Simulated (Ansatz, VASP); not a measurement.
# One calculation of AlN, two programs

INCAR

```
PREC     = Accurate       # precision mode
ENCUT    = 600            # plane-wave cutoff, eV
EDIFF    = 1E-6           # SCF threshold, eV
ISMEAR   = 0              # smearing method
SIGMA    = 0.02           # smearing width, eV
LREAL    = F              # projectors in reciprocal space
LASPH    = T              # aspherical terms in the spheres
NELM     = 120            # most SCF steps
ALGO     = Normal         # electronic algorithm
ISIF     = 2              # what is computed and relaxed
LWAVE    = F              # write WAVECAR
LCHARG   = F              # write CHGCAR
GGA      = PS             # functional
NBANDS   = 16             # bands
GGA_COMPAT= F
```

KPOINTS

```
regular mesh
0
Gamma
  6 6 4
```

Contents of POSCAR:

```
AlN
1.0
    3.1138126658      0.0000000000      0.0000000000
   -1.5569063329      2.6966408712      0.0000000000
    0.0000000000      0.0000000000      4.9833864552
Al N
2 2
Direct
    0.3333333333      0.6666666667     -0.0009968573
    0.6666666667      0.3333333333      0.4990031427
    0.3333333333      0.6666666667      0.3809968573
    0.6666666667      0.3333333333      0.8809968573
```

Input for Ansatz:

```yaml
crystal:
  lattice:
    - [3.1138126658, 0.0, 0.0]
    - [-1.5569063329, 2.6966408712, 0.0]
    - [0.0, 0.0, 4.9833864552]
  atoms:
    - { symbol: Al, position: [0.3333333333, 0.6666666667, -0.0009968573] }
    - { symbol: Al, position: [0.6666666667, 0.3333333333, 0.4990031427] }
    - { symbol: "N", position: [0.3333333333, 0.6666666667, 0.3809968573] }
    - { symbol: "N", position: [0.6666666667, 0.3333333333, 0.8809968573] }
basis:
  ecutwfc: 420
kpoints:
  mp_grid: { grid: [6, 6, 4] }
  band_path:
    path:
      - [0.0, 0.0, 0.0]
      - [0.5, 0.0, 0.0]
      - [0.3333333333, 0.3333333333, 0.0]
      - [0.0, 0.0, 0.5]
      - [0.5, 0.0, 0.5]
      - [0.3333333333, 0.3333333333, 0.5]
    npoints: 1
hamiltonian:
  xc: pbesol
scf:
  occupations: { method: gaussian, width: 0.02 }
  n_extra_bands: 5
output:
  forces: true
  stress: true
  eigenvalues: true
```

Alike in both runs: task single point; functional PBEsol; k mesh 6 × 6 × 4; occupations gaussian, width 0.02 eV; no spin polarisation.

```csv
,VASP,Ansatz
version,VASP 6.6.1,Ansatz 0.2.0
potentials or method,"VASP PAW PBE potentials, release 64 (Al, N), cutoff 600 eV","scalar-relativistic, plane waves, PAW"
valence electrons in the cell,16,16
```

```csv
,VASP,Ansatz,Ansatz less VASP
gap on the k mesh at the Fermi level (eV),4.11,4.09,-0.016
least direct gap on the mesh (eV),4.11,4.09,-0.016
pressure (GPa),-0.2,0.0,+0.20
```

VASP's potentials were made for PBE, not for PBEsol. With one functional, cell and mesh, what is left measures potentials, basis and numerics.
